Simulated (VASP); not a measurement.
# BP (scan) (F-43m) in VASP: single point with r2SCAN

Aim: the single point of BP (scan) with r2SCAN.

Program: VASP 6.6.1. These are calculated values, not measurements. Logs are shortened: lines on timing, memory, paths and dates and some standing lists are left out, and cuts for length are marked.

## (1) The cell of the first run

The structure is cubic, space group F-43m (No. 216). Conventional cell: a = 4.536 Å, b = 4.536 Å, c = 4.536 Å, α = 90.00°, β = 90.00°, γ = 90.00°. B (site symmetry -43m) has 4 P at 1.96 Å within 2.6 Å. P (site symmetry -43m) has 4 B at 1.96 Å within 2.6 Å.

## (2) Single point, r2SCAN

File POSCAR:

```
BP
1.0
    0.0000000000      2.2681872516      2.2681872516
    2.2681872516      0.0000000000      2.2681872516
    2.2681872516      2.2681872516      0.0000000000
B P
1 1
Direct
    0.0000000000      0.0000000000      0.0000000000
    0.7500000000      0.7500000000      0.7500000000
```

File INCAR.step1:

```
ALGO = Normal
EDIFF = 1E-5
ENCUT = 550
GGA = PE
GGA_COMPAT = F
ISMEAR = 0
LASPH = T
LCHARG = F
LREAL = F
LWAVE = T
NBANDS = 11
NELM = 120
PREC = Accurate
SIGMA = 0.02
```

File INCAR.step2:

```
ALGO = Normal
EDIFF = 1E-6
ENCUT = 550
GGA_COMPAT = F
ISIF = 2
ISMEAR = 0
ISTART = 1
LASPH = T
LCHARG = F
LMIXTAU = T
LREAL = F
LWAVE = F
METAGGA = R2SCAN
NBANDS = 11
NELM = 120
PREC = Accurate
SIGMA = 0.02
```

File KPOINTS:

```
k-points
0
Gamma
  10 10 10
```

Potentials or basis: VASP PAW PBE potentials, release 64 (B, P).

Command:

```
> cat potpaw_PBE.64/B/POTCAR potpaw_PBE.64/P/POTCAR > POTCAR
> cp INCAR.step1 INCAR
> mpirun -np 1 vasp_std > vasp.out
> cp INCAR.step2 INCAR
> mpirun -np 1 vasp_std > vasp.out
```

OUTCAR:

```text
EDIFF = 1E-6
   ENCUT = 550
   ISIF = 2
   ISMEAR = 0
   ISTART = 1
   LASPH = T
   LREAL = F
   METAGGA = R2SCAN
   NELM = 120
   PREC = Accurate

 ion  position               nearest neighbor table
   1  0.000  0.000  0.000-   2 1.96   2 1.96   2 1.96   2 1.96
   2  0.750  0.750  0.750-   1 1.96   1 1.96   1 1.96   1 1.96

  LATTYP: Found a face centered cubic cell.
 ALAT       =     4.5363745032

  Lattice vectors:

 A1 = (   0.0000000000,   2.2681872516,   2.2681872516)
 A2 = (   2.2681872516,   0.0000000000,   2.2681872516)
 A3 = (   2.2681872516,   2.2681872516,   0.0000000000)

Analysis of symmetry for initial positions (statically):
=====================================================================
 Subroutine PRICEL returns:
 Original cell was already a primitive cell.

 Routine SETGRP: Setting up the symmetry group for a
 face centered cubic supercell.

 Subroutine GETGRP returns: Found 24 space group operations
 (whereof 24 operations were pure point group operations)
 out of a pool of 48 trial point group operations.

The static configuration has the point symmetry T_d .

Analysis of symmetry for dynamics (positions and initial velocities):
=====================================================================
 Subroutine PRICEL returns:
 Original cell was already a primitive cell.

 Routine SETGRP: Setting up the symmetry group for a
 face centered cubic supercell.

 Subroutine GETGRP returns: Found 24 space group operations
 (whereof 24 operations were pure point group operations)
 out of a pool of 48 trial point group operations.

The dynamic configuration has the point symmetry T_d .

 Subroutine INISYM returns: Found 24 space group operations
 (whereof 24 operations are pure point group operations),
 and found     1 'primitive' translations

----------------------------------------------------------------------------------------

                                     Primitive cell

  volume of cell :      23.3382

  direct lattice vectors                    reciprocal lattice vectors
     0.000000000  2.268187252  2.268187252    -0.220440354  0.220440354  0.220440354
     2.268187252  0.000000000  2.268187252     0.220440354 -0.220440354  0.220440354
     2.268187252  2.268187252  0.000000000     0.220440354  0.220440354 -0.220440354

  length of vectors
     3.207701173  3.207701173  3.207701173     0.381813893  0.381813893  0.381813893

  position of ions in fractional coordinates (direct lattice)
     0.000000000  0.000000000  0.000000000
     0.750000000  0.750000000  0.750000000

  ion indices of the primitive-cell ions
   primitive index   ion index
                 1           1
                 2           2

----------------------------------------------------------------------------------------

 KPOINTS: k-points

Automatic generation of k-mesh.
 Grid dimensions read from file:
 generate k-points for:   10   10   10

 Generating k-lattice:

  Cartesian coordinates                     Fractional coordinates (reciprocal lattice)
    -0.022044035  0.022044035  0.022044035     0.100000000  0.000000000  0.000000000
     0.022044035 -0.022044035  0.022044035     0.000000000  0.100000000  0.000000000
     0.022044035  0.022044035 -0.022044035     0.000000000  0.000000000  0.100000000

  Length of vectors
     0.038181389  0.038181389  0.038181389

  Shift w.r.t. Gamma in fractional coordinates (k-lattice)
     0.000000000  0.000000000  0.000000000

 Subroutine IBZKPT returns following result:
 ===========================================

 Found     47 irreducible k-points:

 Following reciprocal coordinates:
            Coordinates               Weight
  0.000000  0.000000  0.000000      1.000000
  0.100000  0.000000  0.000000      8.000000
  0.200000  0.000000  0.000000      8.000000
  0.300000  0.000000  0.000000      8.000000
  0.400000  0.000000  0.000000      8.000000
  0.500000  0.000000  0.000000      4.000000
[... 16 lines left out ...]
  0.300000  0.300000  0.000000      6.000000
  0.400000  0.300000  0.000000     24.000000
 [... further k-points ...]
   k-points           NKPTS =     47   k-points in BZ     NKDIM =     47   number of bands    NBANDS=     11
   number of dos      NEDOS =    301   number of ions     NIONS =      2
   total plane-waves  NPLWV =  21952
   dimension x,y,z NGX =    28 NGY =   28 NGZ =   28
   dimension x,y,z NGXF=    56 NGYF=   56 NGZF=   56
   ions per type =               1   1
   NGX,Y,Z   is equivalent  to a cutoff of  14.51, 14.51, 14.51 a.u.
   NGXF,Y,Z  is equivalent  to a cutoff of  29.02, 29.02, 29.02 a.u.
 SYSTEM =  unknown system
   PREC   = accura    normal or accurate (medium, high low for compatibility)
   ISTART =      1    job   : 0-new  1-cont  2-samecut
   ICHARG =      0    charge: 1-file 2-atom 10-const
   ISPIN  =      1    spin polarized calculation?
   LNONCOLLINEAR =      F non collinear calculations
   LSORBIT =      F    spin-orbit coupling
   LASPH  =      T    aspherical Exc in radial PAW
   ENCUT  =  550.0 eV  40.42 Ry    6.36 a.u.   6.13  6.13  6.13*2*pi/ulx,y,z
   NELM   =    120;   NELMIN=  2; NELMDL=  0     # of ELM steps
   EDIFF  = 0.1E-05   stopping-criterion for ELM
   LREAL  =      F    real-space projection
   EDIFFG = 0.1E-04   stopping-criterion for IOM
   NSW    =      0    number of steps for IOM
   IBRION =     -1    ionic relax: 0-MD 1-quasi-New 2-CG
   NFREE  =      0    steps in history (QN), initial steepest desc. (CG)
   ISIF   =      2    stress and relaxation
   ISYM   =      2    0-nonsym 1-usesym 2-fastsym
   POTIM  = 0.5000    time-step for ionic-motion
   TEBEG  =    0.0;   TEEND  =   0.0 temperature during run
   PSTRESS=    0.0 pullay stress
   NELECT =       8.0000    total number of electrons
   NUPDOWN=      -1.0000    fix difference up-down
   EMIN   =  10.00;   EMAX   =-10.00  energy-range for DOS
   EFERMI =   0.00;   METHOD = LEGACY
   ISMEAR =     0;   SIGMA  =   0.02  broadening in eV -4-tet -1-fermi 0-gaus
   EFERMI_NEDOS =   21; number of points for ismear=-14 and -15
   IALGO  =     38    algorithm
   IMIX   =      4    mixing-type and parameters
     AMIX     =   0.40;   BMIX     =  1.00
     AMIX_MAG =   1.60;   BMIX_MAG =  1.00
  volume/ion in A,a.u.               =      11.67        78.75
  Fermi-wavevector in a.u.,A,eV,Ry     =   1.145731  2.165117 17.860355  1.312699
  Thomas-Fermi vector in A             =   2.282418
   LORBIT       =      0    0 simple, 1 ext, 2 COOP (PROOUT), +10 PAW based schemes
   METAGGA = R2SCAN    functional components
   LHFCALC =     F    Hartree Fock is set to
   AEXX    =    0.0000 exact exchange contribution
   IVDW    =     0    specifies the selected vdW correction
   LEPSILON=     F    determine dielectric tensor
   LRPA    =     F    only Hartree local field effects (RPA)
 non-spin polarized calculation
 Gauss-broadening in eV      SIGMA  =   0.02
  energy-cutoff  :      550.00
  volume of cell :       23.34
 maximum number of plane-waves:       701
 NGX is ok and might be reduce to    28
   NGX = 13   NGY = 13   NGZ = 13

 number of electron       8.0000000 magnetization

 Free energy of the ion-electron system (eV)
  ---------------------------------------------------
  ext. energy  EPLUGINS =         0.00000000
  ---------------------------------------------------
  free energy    TOTEN  =       -17.31236366 eV

  energy without entropy =      -17.31236366  energy(sigma->0) =      -17.31236366

 E-fermi :   7.5269     XC(G=0): -11.5057

 val. band max:        7.4013508847   @ k =   0.0000   0.0000   0.0000
 cond. band min:       8.8469180716   @ k =   0.4000   0.4000   0.0000
 fundamental gap:      1.4455671868
 Fermi energy:         7.5269473070

 k-point     1 :       0.0000    0.0000    0.0000
  band No.  band energies     occupation
      1      -8.8675      2.00000
      2       7.4014      2.00000
      3       7.4014      2.00000
      4       7.4014      2.00000
      5      11.0437      0.00000
      6      11.0437      0.00000
      7      11.0437      0.00000
      8      15.4293      0.00000
      9      19.8142      0.00000
     10      20.0517      0.00000
     11      20.0517      0.00000

 k-point     2 :       0.1000    0.0000    0.0000
  band No.  band energies     occupation
      1      -8.6780      2.00000
      2       6.0304      2.00000
      3       7.0895      2.00000
      4       7.0895      2.00000
      5      11.4783      0.00000
      6      11.4783      0.00000
      7      11.5351      0.00000
      8      15.9697      0.00000
      9      19.3770      0.00000
     10      19.3770      0.00000
     11      20.4056      0.00000

 k-point     3 :       0.2000    0.0000    0.0000
  band No.  band energies     occupation
      1      -8.1167      2.00000
      2       3.5654      2.00000
      3       6.4965      2.00000
      4       6.4965      2.00000
      5      11.7860      0.00000
      6      12.2455      0.00000
      7      12.2455      0.00000
      8      17.2158      0.00000
      9      18.7784      0.00000
     10      18.7784      0.00000
     11      21.2659      0.00000

 k-point     4 :       0.3000    0.0000    0.0000
  band No.  band energies     occupation
      1      -7.2151      2.00000
      2       1.0822      2.00000
      3       5.9767      2.00000
      4       5.9767      2.00000
      5      11.7065      0.00000
      6      12.5923      0.00000
      7      12.5923      0.00000
      8      18.1935      0.00000
      9      19.4174      0.00000
     10      19.4174      0.00000
     11      21.5019      0.00000
[... 239 lines left out ...]
 k-point    22 :      -0.2000    0.2000    0.0000
  band No.  band energies     occupation
      1      -6.9077      2.00000
      2       1.8595      2.00000
      3       3.0221      2.00000
      4       6.0807      2.00000
      5      12.2491      0.00000
      6      13.0916      0.00000
      7      14.2359      0.00000
      8      16.3901      0.00000
      9      17.3836      0.00000
     10      21.9587      0.00000
     11      24.2560      0.00000

 k-point    23 :       0.3000    0.3000    0.0000
  band No.  band energies     occupation
      1      -6.6400      2.00000
      2       2.2849      2.00000
      3       3.9976      2.00000
      4       3.9976      2.00000
      5       9.1397      0.00000
      6      11.6524      0.00000
      7      16.9001      0.00000
      8      16.9001      0.00000
      9      21.4108      0.00000
     10      22.4540      0.00000
     11      25.0624      0.00000

 k-point    24 :       0.4000    0.3000    0.0000
  band No.  band energies     occupation
      1      -5.7685      2.00000
      2       0.8767      2.00000
      3       3.1405      2.00000
      4       3.6858      2.00000
      5       9.4423      0.00000
      6      11.3507      0.00000
      7      17.5597      0.00000
      8      17.5679      0.00000
      9      22.4555      0.00000
     10      23.4380      0.00000
     11      25.5634      0.00000

 [... further k-points ...]
[... 5 lines left out ...]
  --------------------------------------------------------------------------------------
  -------------------------------------------------------------------------------------
  Total       -0.0723750     -0.0723750     -0.0723750     -0.0000000     -0.0000000     -0.0000000
  in kB       -4.9685834     -4.9685834     -4.9685834     -0.0000000     -0.0000000     -0.0000000
  external PRESSURE =      -4.9685834 kB  Pullay stress =       0.0000000 kB

 VOLUME and BASIS-vectors are now :
 -----------------------------------------------------------------------------
  energy-cutoff  :      550.00
  volume of cell :       23.34
      direct lattice vectors                 reciprocal lattice vectors
     0.000000000  2.268187252  2.268187252    -0.220440354  0.220440354  0.220440354
     2.268187252  0.000000000  2.268187252     0.220440354 -0.220440354  0.220440354
     2.268187252  2.268187252  0.000000000     0.220440354  0.220440354 -0.220440354

 POSITION                                       TOTAL-FORCE (eV/Angst)
 -----------------------------------------------------------------------------------
      0.00000      0.00000      0.00000         0.000000      0.000000     -0.000000
      3.40228      3.40228      3.40228        -0.000000     -0.000000      0.000000
 -----------------------------------------------------------------------------------
    total drift:                                0.000000      0.000000      0.000000

  FREE ENERGIE OF THE ION-ELECTRON SYSTEM (eV)
  ---------------------------------------------------
  free  energy   TOTEN  =       -17.3123636586 eV

  energy  without entropy=      -17.3123636586  energy(sigma->0) =      -17.31236366
```

Wall time 2 min (1 thread of AMD EPYC 7R43 (Zen 3), shared host); peak memory 0.13 GiB.

What came out:

* Free energy: -17.3124 eV
* Pressure: -0.5 GPa
* Band gap on the k mesh: 1.45 eV, indirect (least direct gap 3.64 eV)

Caveat: the PAW data sets were made with another functional, which shifts forces and pressure a little.
